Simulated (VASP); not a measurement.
Here is a VASP 6.6.1 calculation.

Contents of POSCAR:

```
AlN
1.0
    0.0000000000      2.0345180000      2.0345180000
    2.0345180000      0.0000000000      2.0345180000
    2.0345180000      2.0345180000      0.0000000000
Al N
1 1
Direct
    0.5000000000      0.5000000000      0.5000000000
    0.0000000000      0.0000000000      0.0000000000
```

The input INCAR.step1:

```
SYSTEM = AlN
PREC = Accurate
ENCUT = 520
EDIFF = 1E-5
ISMEAR = -1
SIGMA = 0.05
LREAL = .FALSE.
LASPH = .TRUE.
NELM = 80
ALGO = Normal
ISIF = 2
LWAVE = .TRUE.
LCHARG = .FALSE.
GGA = PE
NBANDS = 11
```

INCAR.step2

```
SYSTEM = AlN
PREC = Accurate
ENCUT = 520
EDIFF = 1E-6
ISMEAR = -1
SIGMA = 0.05
LREAL = .FALSE.
LASPH = .TRUE.
NELM = 80
ALGO = Normal
ISIF = 2
LWAVE = .FALSE.
LCHARG = .FALSE.
GGA = PE
LHFCALC = .TRUE.
AEXX = 0.25
PRECFOCK = Normal
ISTART = 1
NBANDS = 11
```

KPOINTS

```
Automatic mesh
0
G
  6 6 6
  0 0 0
```

Potentials or basis: VASP PAW PBE potentials, release 64 (Al, N).

Launch:

```bash
$ cat potpaw_PBE.64/Al/POTCAR potpaw_PBE.64/N/POTCAR > POTCAR
$ cp INCAR.step1 INCAR
$ mpirun -np 1 vasp_std > vasp.out
$ cp INCAR.step2 INCAR
$ mpirun -np 1 vasp_std > vasp.out
```

**Question.** Predict the band gap on the k mesh.

**Answer.** 6.55 eV, indirect (least direct gap 7.67 eV).

**Question.** What does it give for the pressure?

**Answer.** -7.5 GPa.

Caveat: the k points lie up to 0.45 Å⁻¹ apart; the PAW data sets were made with another functional, which shifts forces and pressure a little. A k mesh can miss the band edges.
